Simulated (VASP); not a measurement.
# MgSi3N2 (P-6m2) in VASP: single point with PBE

Aim: the single point of MgSi3N2 with PBE.

Program: VASP 6.6.1. These are calculated values, not measurements. Logs are shortened: lines on timing, memory, paths and dates and some standing lists are left out, and cuts for length are marked.

## (1) The cell of the first run

Symmetry: P-6m2, No. 187, hexagonal system. The conventional cell has a = 5.119 Å, b = 5.119 Å, c = 5.075 Å, α = 90.00°, β = 90.00°, γ = 120.00°. Within 3.3 Å of Mg (site symmetry -6m2) lie 5 Si at 2.54 to 2.96 Å and 6 N at 3.01 Å. Si (site symmetry -6m2) has 2 Mg at 2.54 Å and 3 Si at 2.96 Å within 3.3 Å. Within 3.3 Å of Si (site symmetry -6m2) lie 2 Si at 2.54 Å and 3 Mg at 2.96 Å and 6 N at 3.01 Å. Within 3.3 Å of Si (site symmetry -6m2) lie 5 Si at 2.54 to 2.96 Å. Within 1.5 Å of N (site symmetry 3m) lie 1 N at 1.12 Å.

The cell was generated, and may not be a known phase.

## (2) Single point, PBE

Input file INCAR:

```
SYSTEM = MgSi3N2
PREC = Accurate
ENCUT = 840
EDIFF = 1E-6
ISMEAR = 0
SIGMA = 0.1
LREAL = .FALSE.
LASPH = .TRUE.
NELM = 120
ALGO = Normal
ISIF = 2
LWAVE = .FALSE.
LCHARG = .FALSE.
GGA = PE
NBANDS = 25
GGA_COMPAT = .FALSE.
```

Input file KPOINTS:

```
regular mesh
0
G
  6 6 4
  0 0 0
```

Input file POSCAR:

```
MgSi3N2
1.0
    5.1185694790      0.0000000000      0.0000000000
   -2.5592847395      4.4328111999      0.0000000000
    0.0000000000      0.0000000000      5.0746976737
Mg Si N
1 3 2
Direct
    0.6666666667      0.3333333333      0.0000000000
    0.6666666667      0.3333333333      0.5000000000
    0.0000000000      0.0000000000      0.0000000000
    0.0000000000      0.0000000000      0.5000000000
    0.3333333333      0.6666666667      0.1106975295
    0.3333333333      0.6666666667      0.8893024705
```

Potentials or basis: VASP PAW PBE potentials, release 64 (Mg_sv, Si, N).

The run is started by

```console
> cat potpaw_PBE.64/Mg_sv/POTCAR potpaw_PBE.64/Si/POTCAR potpaw_PBE.64/N/POTCAR > POTCAR
> mpirun -np 1 vasp_std > vasp.out
```

OUTCAR:

```text
SYSTEM = MgSi3N2
   PREC = Accurate
   ENCUT = 840
   EDIFF = 1E-6
   ISMEAR = 0
   LREAL = .FALSE.
   LASPH = .TRUE.
   NELM = 120
   ISIF = 2
   GGA = PE

 ion  position               nearest neighbor table
   1  0.667  0.333  0.000-   2 2.54   2 2.54
   2  0.667  0.333  0.500-   1 2.54   1 2.54   4 2.96   4 2.96   4 2.96
   3  0.000  0.000  0.000-   4 2.54   4 2.54
   4  0.000  0.000  0.500-   3 2.54   3 2.54   2 2.96   2 2.96   2 2.96
   5  0.333  0.667  0.111-   6 1.12
   6  0.333  0.667  0.889-   5 1.12

  LATTYP: Found a hexagonal cell.
 ALAT       =     5.1185694790
 C/A-ratio  =     0.9914288933

  Lattice vectors:

 A1 = (   5.1185694790,   0.0000000000,   0.0000000000)
 A2 = (  -2.5592847395,   4.4328111999,   0.0000000000)
 A3 = (   0.0000000000,   0.0000000000,   5.0746976737)

Analysis of symmetry for initial positions (statically):
=====================================================================
 Subroutine PRICEL returns:
 Original cell was already a primitive cell.

 Routine SETGRP: Setting up the symmetry group for a
 hexagonal supercell.

 Subroutine GETGRP returns: Found 12 space group operations
 (whereof 12 operations were pure point group operations)
 out of a pool of 24 trial point group operations.

The static configuration has the point symmetry D_3h.

Analysis of symmetry for dynamics (positions and initial velocities):
=====================================================================
 Subroutine PRICEL returns:
 Original cell was already a primitive cell.

 Routine SETGRP: Setting up the symmetry group for a
 hexagonal supercell.

 Subroutine GETGRP returns: Found 12 space group operations
 (whereof 12 operations were pure point group operations)
 out of a pool of 24 trial point group operations.

The dynamic configuration has the point symmetry D_3h.

 Subroutine INISYM returns: Found 12 space group operations
 (whereof 12 operations are pure point group operations),
 and found     1 'primitive' translations

----------------------------------------------------------------------------------------

                                     Primitive cell

  volume of cell :     115.1431

  direct lattice vectors                    reciprocal lattice vectors
     5.118569479  0.000000000  0.000000000     0.195367085  0.112795239  0.000000000
    -2.559284739  4.432811200  0.000000000     0.000000000  0.225590479  0.000000000
     0.000000000  0.000000000  5.074697674     0.000000000  0.000000000  0.197056074

  length of vectors
     5.118569479  5.118569479  5.074697674     0.225590479  0.225590479  0.197056074

  position of ions in fractional coordinates (direct lattice)
     0.666666667  0.333333333  0.000000000
     0.666666667  0.333333333  0.500000000
     0.000000000  0.000000000  0.000000000
     0.000000000  0.000000000  0.500000000
     0.333333333  0.666666667  0.110697530
     0.333333333  0.666666667  0.889302470

  ion indices of the primitive-cell ions
   primitive index   ion index
                 1           1
                 2           2
                 3           3
                 4           4
                 5           5
                 6           6

----------------------------------------------------------------------------------------

 KPOINTS: regular mesh

Automatic generation of k-mesh.
 Grid dimensions read from file:
 generate k-points for:    6    6    4

 Generating k-lattice:

  Cartesian coordinates                     Fractional coordinates (reciprocal lattice)
     0.032561181  0.018799207  0.000000000     0.166666667  0.000000000  0.000000000
     0.000000000  0.037598413  0.000000000     0.000000000  0.166666667  0.000000000
     0.000000000  0.000000000  0.049264018     0.000000000  0.000000000  0.250000000

  Length of vectors
     0.037598413  0.037598413  0.049264018

  Shift w.r.t. Gamma in fractional coordinates (k-lattice)
     0.000000000  0.000000000  0.000000000

 Subroutine IBZKPT returns following result:
 ===========================================

 Found     21 irreducible k-points:

 Following reciprocal coordinates:
            Coordinates               Weight
  0.000000  0.000000  0.000000      1.000000
  0.166667  0.000000  0.000000      6.000000
  0.333333  0.000000  0.000000      6.000000
  0.500000  0.000000  0.000000      3.000000
  0.166667  0.166667  0.000000      6.000000
  0.333333  0.166667  0.000000     12.000000
[... 13 lines left out ...]
  0.333333  0.166667  0.500000     12.000000
  0.333333  0.333333  0.500000      2.000000
   k-points           NKPTS =     21   k-points in BZ     NKDIM =     21   number of bands    NBANDS=     25
   number of dos      NEDOS =    301   number of ions     NIONS =      6
   total plane-waves  NPLWV = 110592
   dimension x,y,z NGX =    48 NGY =   48 NGZ =   48
   dimension x,y,z NGXF=    96 NGYF=   96 NGZF=   96
   ions per type =               1   3   2
   NGX,Y,Z   is equivalent  to a cutoff of  15.59, 15.59, 15.72 a.u.
   NGXF,Y,Z  is equivalent  to a cutoff of  31.18, 31.18, 31.45 a.u.
 SYSTEM =  MgSi3N2
   PREC   = accura    normal or accurate (medium, high low for compatibility)
   ISTART =      0    job   : 0-new  1-cont  2-samecut
   ICHARG =      2    charge: 1-file 2-atom 10-const
   ISPIN  =      1    spin polarized calculation?
   LNONCOLLINEAR =      F non collinear calculations
   LSORBIT =      F    spin-orbit coupling
   LASPH  =      T    aspherical Exc in radial PAW
   ENCUT  =  840.0 eV  61.74 Ry    7.86 a.u.  12.10 12.10 11.99*2*pi/ulx,y,z
   NELM   =    120;   NELMIN=  2; NELMDL= -5     # of ELM steps
   EDIFF  = 0.1E-05   stopping-criterion for ELM
   LREAL  =      F    real-space projection
   EDIFFG = 0.1E-04   stopping-criterion for IOM
   NSW    =      0    number of steps for IOM
   IBRION =     -1    ionic relax: 0-MD 1-quasi-New 2-CG
   NFREE  =      0    steps in history (QN), initial steepest desc. (CG)
   ISIF   =      2    stress and relaxation
   ISYM   =      2    0-nonsym 1-usesym 2-fastsym
   POTIM  = 0.5000    time-step for ionic-motion
   TEBEG  =    0.0;   TEEND  =   0.0 temperature during run
   PSTRESS=    0.0 pullay stress
   NELECT =      32.0000    total number of electrons
   NUPDOWN=      -1.0000    fix difference up-down
   EMIN   =  10.00;   EMAX   =-10.00  energy-range for DOS
   EFERMI =   0.00;   METHOD = LEGACY
   ISMEAR =     0;   SIGMA  =   0.10  broadening in eV -4-tet -1-fermi 0-gaus
   EFERMI_NEDOS =   21; number of points for ismear=-14 and -15
   IALGO  =     38    algorithm
   IMIX   =      4    mixing-type and parameters
     AMIX     =   0.40;   BMIX     =  1.00
     AMIX_MAG =   1.60;   BMIX_MAG =  1.00
  volume/ion in A,a.u.               =      19.19       129.50
  Fermi-wavevector in a.u.,A,eV,Ry     =   1.068347  2.018882 15.529205  1.141364
  Thomas-Fermi vector in A             =   2.203992
   LORBIT       =      0    0 simple, 1 ext, 2 COOP (PROOUT), +10 PAW based schemes
   GGA     = PE    functional components
   LHFCALC =     F    Hartree Fock is set to
   AEXX    =    0.0000 exact exchange contribution
   IVDW    =     0    specifies the selected vdW correction
   LEPSILON=     F    determine dielectric tensor
   LRPA    =     F    only Hartree local field effects (RPA)
 non-spin polarized calculation
 Gauss-broadening in eV      SIGMA  =   0.10
  energy-cutoff  :      840.00
  volume of cell :      115.14
 maximum number of plane-waves:      6408
   NGX = 25   NGY = 25   NGZ = 23

 number of electron      31.9999985 magnetization

 Free energy of the ion-electron system (eV)
  ---------------------------------------------------
  ext. energy  EPLUGINS =         0.00000000
  ---------------------------------------------------
  free energy    TOTEN  =       -29.65840317 eV

  energy without entropy =      -29.64652481  energy(sigma->0) =      -29.65246399

 E-fermi :   3.8354     XC(G=0):  -9.0784

 val. band max:        3.7545208606   @ k =   0.5000   0.0000   0.2500
 cond. band min:       3.9265642200   @ k =   0.3333   0.0000   0.2500
 fundamental gap:      0.1720433595
 Fermi energy:         3.8354316590

 k-point     1 :       0.0000    0.0000    0.0000
  band No.  band energies     occupation
      1     -72.0757      2.00000
      2     -38.8564      2.00000
      3     -38.8564      2.00000
      4     -38.7961      2.00000
      5     -20.3293      2.00000
      6      -6.1312      2.00000
[... 17 lines left out ...]
     24       8.7713      0.00000
     25       8.7713      0.00000

 k-point     2 :       0.1667    0.0000    0.0000
  band No.  band energies     occupation
      1     -72.0759      2.00000
      2     -38.8565      2.00000
      3     -38.8565      2.00000
      4     -38.7961      2.00000
      5     -20.3282      2.00000
      6      -6.0695      2.00000
[... 17 lines left out ...]
     24       8.9189      0.00000
     25       9.3377      0.00000

 k-point     3 :       0.3333    0.0000    0.0000
  band No.  band energies     occupation
      1     -72.0759      2.00000
      2     -38.8565      2.00000
      3     -38.8565      2.00000
      4     -38.7961      2.00000
      5     -20.3259      2.00000
      6      -5.9219      2.00000
[... 17 lines left out ...]
     24       9.1903      0.00000
     25       9.9535      0.00000

 k-point     4 :       0.5000    0.0000    0.0000
  band No.  band energies     occupation
      1     -72.0759      2.00000
      2     -38.8566      2.00000
      3     -38.8565      2.00000
      4     -38.7961      2.00000
      5     -20.3248      2.00000
      6      -5.8306      2.00000
[... 17 lines left out ...]
     24       9.3150      0.00000
     25       9.8743      0.00000

 k-point     5 :       0.1667    0.1667    0.0000
  band No.  band energies     occupation
      1     -72.0759      2.00000
      2     -38.8565      2.00000
      3     -38.8565      2.00000
      4     -38.7961      2.00000
      5     -20.3265      2.00000
      6      -5.9574      2.00000
[... 17 lines left out ...]
     24       8.9055      0.00000
     25      10.1767      0.00000

 k-point     6 :       0.3333    0.1667    0.0000
  band No.  band energies     occupation
      1     -72.0759      2.00000
      2     -38.8566      2.00000
      3     -38.8565      2.00000
      4     -38.7961      2.00000
      5     -20.3248      2.00000
      6      -5.8114      2.00000
[... 17 lines left out ...]
     24       8.9054      0.00000
     25      10.0195      0.00000
[... 309 lines left out ...]
 k-point    18 :       0.5000    0.0000    0.5000
  band No.  band energies     occupation
      1     -72.0759      2.00000
      2     -38.8565      2.00000
      3     -38.8565      2.00000
      4     -38.7963      2.00000
      5     -20.3236      2.00000
      6      -5.9901      2.00000
[... 17 lines left out ...]
     24       9.0079      0.00000
     25       9.6114      0.00000

 k-point    19 :       0.1667    0.1667    0.5000
  band No.  band energies     occupation
      1     -72.0759      2.00000
      2     -38.8565      2.00000
      3     -38.8565      2.00000
      4     -38.7963      2.00000
      5     -20.3252      2.00000
      6      -6.1310      2.00000
[... 17 lines left out ...]
     24       8.4879      0.00000
     25       9.2420      0.00000

 k-point    20 :       0.3333    0.1667    0.5000
  band No.  band energies     occupation
      1     -72.0759      2.00000
      2     -38.8566      2.00000
      3     -38.8565      2.00000
      4     -38.7963      2.00000
      5     -20.3236      2.00000
      6      -5.9967      2.00000
[... 17 lines left out ...]
     24       8.8225      0.00000
     25       9.5824      0.00000

 k-point    21 :       0.3333    0.3333    0.5000
  band No.  band energies     occupation
      1     -72.0760      2.00000
      2     -38.8565      2.00000
      3     -38.8565      2.00000
      4     -38.7963      2.00000
      5     -20.3230      2.00000
      6      -5.9575      2.00000
[... 17 lines left out ...]
     24       9.2723      0.00000
     25       9.5117      0.00000

------------------------ aborting loop because EDIFF is reached ----------------------------------------

  FORCE on cell =-STRESS in cart. coord.  units (eV):
  Direction    XX          YY          ZZ          XY          YZ          ZX
  --------------------------------------------------------------------------------------
  -------------------------------------------------------------------------------------
  Total       -0.0760574     -0.0760574      1.4635356      0.0000000      0.0000000      0.0000000
  in kB       -1.0583125     -1.0583125     20.3645988      0.0000000      0.0000000      0.0000000
  external PRESSURE =       6.0826579 kB  Pullay stress =       0.0000000 kB

 VOLUME and BASIS-vectors are now :
 -----------------------------------------------------------------------------
  energy-cutoff  :      840.00
  volume of cell :      115.14
      direct lattice vectors                 reciprocal lattice vectors
     5.118569479  0.000000000  0.000000000     0.195367085  0.112795239  0.000000000
    -2.559284739  4.432811200  0.000000000     0.000000000  0.225590479  0.000000000
     0.000000000  0.000000000  5.074697674     0.000000000  0.000000000  0.197056074

 POSITION                                       TOTAL-FORCE (eV/Angst)
 -----------------------------------------------------------------------------------
      2.55928      1.47760      0.00000         0.000000      0.000000      0.000000
      2.55928      1.47760      2.53735        -0.000000     -0.000000      0.000000
      0.00000      0.00000      0.00000        -0.000000      0.000000      0.000000
      0.00000      0.00000      2.53735        -0.000000     -0.000000      0.000000
     -0.00000      2.95521      0.56176        -0.000000     -0.000000      1.256685
     -0.00000      2.95521      4.51294        -0.000000     -0.000000     -1.256685
 -----------------------------------------------------------------------------------
    total drift:                               -0.000000      0.000000      0.000000

  FREE ENERGIE OF THE ION-ELECTRON SYSTEM (eV)
  ---------------------------------------------------
  free  energy   TOTEN  =       -29.6584031663 eV

  energy  without entropy=      -29.6465248133  energy(sigma->0) =      -29.65246399
```

Wall time 60 s (1 thread of Intel Xeon 6975P-C (Granite Rapids), shared host); peak memory 0.37 GiB.

Results:

- Free energy: -29.6584 eV
- Pressure: 0.6 GPa
- Largest force: 1.257 eV/Å
- Band gap on the k mesh: zero (bands 16 and 17 overlap by 1.46 eV)

Forces on the atoms (eV/Å):
```
Mg   0.000  0.000  0.000
Si   0.000  0.000  0.000
Si   0.000  0.000  0.000
Si   0.000  0.000  0.000
N    0.000  0.000  1.257
N    0.000  0.000 -1.257
```

Stress tensor (GPa, compression positive):
```
-0.11  0.00  0.00
 0.00 -0.11  0.00
 0.00  0.00  2.04
```

Caveat: the standard files for N, O and F lose accuracy on very short bonds; forces of over 1 eV/Å act on the atoms, so gaps and moduli don't describe the material at rest.

The gap in the log of VASP goes by the Fermi energy; the results here count the filled bands.